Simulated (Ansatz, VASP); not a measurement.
Two plane-wave programs on Te2Mo

INCAR

```
  PREC = Accurate
  ENCUT = 520
  EDIFF = 1E-7
  ISMEAR = 0
  SIGMA = 0.02
  LREAL = F
  LASPH = T
  NELM = 60
  ALGO = Normal
  ISIF = 2
  LWAVE = F
  LCHARG = F
  LDIPOL = T
  IDIPOL = 3
  DIPOL = 0.5 0.5 0.500
  GGA = PE
  IVDW = 12
  NBANDS = 20
```

File KPOINTS:

```
regular mesh
0
Gamma
  9 9 1
```

Contents of POSCAR:

```
Te2Mo
1.0
    3.5040000000      0.0000000000      0.0000000000
   -1.7520000000      3.0345530149      0.0000000000
    0.0000000000      0.0000000000     33.2698832047
Te Mo
2 1
Direct
    0.3333333333      0.6666666667      0.4472796466
    0.3333333333      0.6666666667      0.5527203534
    0.6666666667      0.3333333333      0.5000000000
```

Input for Ansatz:

```yaml
crystal:
  lattice:
    - [3.504, 0.0, 0.0]
    - [-1.752, 3.0345530149, 0.0]
    - [0.0, 0.0, 33.2698832047]
  atoms:
    - { symbol: Te, position: [0.3333333333, 0.6666666667, 0.4472796466] }
    - { symbol: Mo, position: [0.6666666667, 0.3333333333, 0.5] }
    - { symbol: Te, position: [0.3333333333, 0.6666666667, 0.5527203534] }
  periodic: [true, true, false]
basis:
  ecutwfc: 420
kpoints:
  mp_grid: { grid: [9, 9, 1] }
hamiltonian:
  xc: pbe
  pseudopotentials: { kind: paw, azcp: { folder: soft_1 } }
  dispersion: d3bj
scf:
  occupations: { method: gaussian, width: 0.02 }
output:
  forces: true
  stress: true
  eigenvalues: true
```

Alike in both runs: task single point; functional PBE; dispersion D3(BJ); k mesh 9 × 9 × 1; occupations gaussian, width 0.02 eV; no spin polarisation.

|  | VASP | Ansatz |
| --- | --- | --- |
| version | VASP 6.6.1 | Ansatz 0.2.0 |
| potentials or method | VASP PAW PBE potentials, release 64 (Te, Mo_sv), cutoff 520 eV | scalar-relativistic, plane waves, PAW |
| valence electrons in the cell | 26 | 46 |

```csv
,VASP,Ansatz,Ansatz less VASP
gap on the k mesh at the Fermi level (eV),1.12,1.12,+0.002
least direct gap on the mesh (eV),1.12,1.12,+0.002
rms of the force components (eV/Å),0.451,0.442,-0.0084
```

VASP's potentials hold 26 valence electrons a cell and Ansatz's 46, so a difference there can come from the potentials and not from the codes.

Neither program's run includes spin-orbit coupling.
